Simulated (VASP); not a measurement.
Here is a VASP 6.6.1 calculation.

Contents of INCAR:

```
SYSTEM = AlNi3
PREC = Accurate ; ENCUT = 520
EDIFF = 1E-6 ; ISMEAR = 0
SIGMA = 0.15 ; LREAL = .False.
LASPH = .True. ; NELM = 100
ALGO = Fast ; ISIF = 2
LWAVE = .False. ; LCHARG = .True.
LELF = .True. ; LVHAR = .True.
NBANDS = 24
```

KPOINTS

```
regular mesh
0
Gamma
  14 14 14
  0 0 0
```

The input POSCAR:

```
AlNi3
1.0
    0.0000000000      2.5905971998      2.5905971998
    2.5905971998      0.0000000000      2.5905971998
    2.5905971998      2.5905971998      0.0000000000
Al Ni
1 3
Direct
    0.5000000000      0.5000000000      0.5000000000
    0.2500000000      0.2500000000      0.2500000000
    0.0000000000      0.0000000000      0.0000000000
    0.7500000000      0.7500000000      0.7500000000
```

Potentials or basis: VASP PAW LDA potentials, release 64 (Al, Ni).

The run is started by

```sh
$ cat potpaw_LDA.64/Al/POTCAR potpaw_LDA.64/Ni/POTCAR > POTCAR
$ mpirun -np 1 vasp_std > vasp.out
```

Question: Estimate the pressure.

Answer: 68.5 GPa.

Spin polarisation is off, so any magnetic state and its effect on volume and gap are missing.
